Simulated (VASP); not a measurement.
Wanted: the native input for a VASP 6.6.1 run.

| Item | Value |
| --- | --- |
| Task | single point |
| Functional | PBE |
| Potentials or basis | VASP PAW PBE potentials, release 64 (B, P) |
| Cutoff | 520 eV |
| k mesh | 8 × 8 × 4 |
| Occupations | gaussian, width 0.1 eV |
| Spin | no spin polarisation |
| Dipole correction | no |
| Further INCAR settings | ALGO = Normal; EDIFF = 1e-07; NBANDS = 20 |

The structure of B2P lies in POSCAR:

```
B2P
1.0
    3.7739008300     -1.3680793359      0.0000000000
    3.7739008300      1.3680793359      0.0000000000
   -3.0865819613      0.0000000000      5.4733325261
B P
4 2
Direct
    0.4059000000      0.4059000000      0.1084000000
    0.5941000000      0.5941000000      0.8916000000
    0.8600000000      0.8600000000      0.4720000000
    0.1400000000      0.1400000000      0.5280000000
    0.1574000000      0.1574000000      0.1965000000
    0.8426000000      0.8426000000      0.8035000000
```

One way to write it, as run:

INCAR

```
  PREC = Accurate
  ENCUT = 520
  EDIFF = 1E-7
  ISMEAR = 0
  SIGMA = 0.1
  LREAL = F
  LASPH = T
  NELM = 60
  ALGO = Normal
  ISIF = 2
  LWAVE = F
  LCHARG = F
  GGA = PE
  NBANDS = 20
```

KPOINTS

```
regular mesh
0
Gamma
  8 8 4
```

Potentials or basis: VASP PAW PBE potentials, release 64 (B, P).

Command:

```bash
$ cat potpaw_PBE.64/B/POTCAR potpaw_PBE.64/P/POTCAR > POTCAR
$ mpirun -np 1 vasp_std > vasp.out
```

Results of the run:

```
Pressure               : -2.6 GPa
Largest force          : 2.184 eV/Å
Band gap on the k mesh : zero (band 11 reaches 11.38 eV, above the bottom of band 12 at 7.12 eV)
```

Caveat: forces of over 1 eV/Å act on the atoms, so gaps and moduli don't describe the material at rest.

Run time: 84 s on 1 thread of Intel(R) Xeon(R) Platinum 8488C (Sapphire Rapids), with other jobs on the host, peak memory 0.22 GiB.
